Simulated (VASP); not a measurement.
The system is C.

```
C
1.0
     0.00000    1.79793    1.79793
     1.79793    0.00000    1.79793
     1.79793    1.79793    0.00000
C
2
Direct
  0.00000 0.00000 0.00000
  0.25000 0.25000 0.25000
```

This cell differs from its parent crystal: strain +1.0%.

Program: VASP 6.6.1. Alike in all runs: task single point; no spin polarisation; cell as given.

Problem. Order these runs on this cell by their pressure, lowest first.
A. level r2SCAN; potentials or basis VASP PAW PBE potentials, release 64 (C); k mesh 12 × 12 × 12; cutoff (eV) 520; smearing gaussian 0.01 eV
B. level PBE; potentials or basis VASP PAW PBE potentials, release 64 (C); k mesh 12 × 12 × 12; cutoff (eV) 520; smearing fermi-dirac 0.02 eV
C. level HSE06; potentials or basis VASP PAW PBE potentials, release 64 (C); k mesh 8 × 8 × 8; cutoff (eV) 520; smearing gaussian 0.01 eV; grid for exact exchange (PRECFOCK) Normal; screening parameter 0.2079 1/Å
D. level r2SCAN; potentials or basis VASP PAW PBE potentials, release 64 (C_h); k mesh 12 × 12 × 12; cutoff (eV) 910; smearing gaussian 0.01 eV; second run hard_potentials

Solution. C (-17.7 GPa), D (-13.5 GPa), A (-11.7 GPa), B (-7.9 GPa).

Caveats: the PAW data sets were made with another functional, which shifts forces and pressure a little (some runs); the cutoff is under 1.25 times the usual one of these potentials, so pressure, stress and relaxed cells hold a basis-set (Pulay) error (some runs).
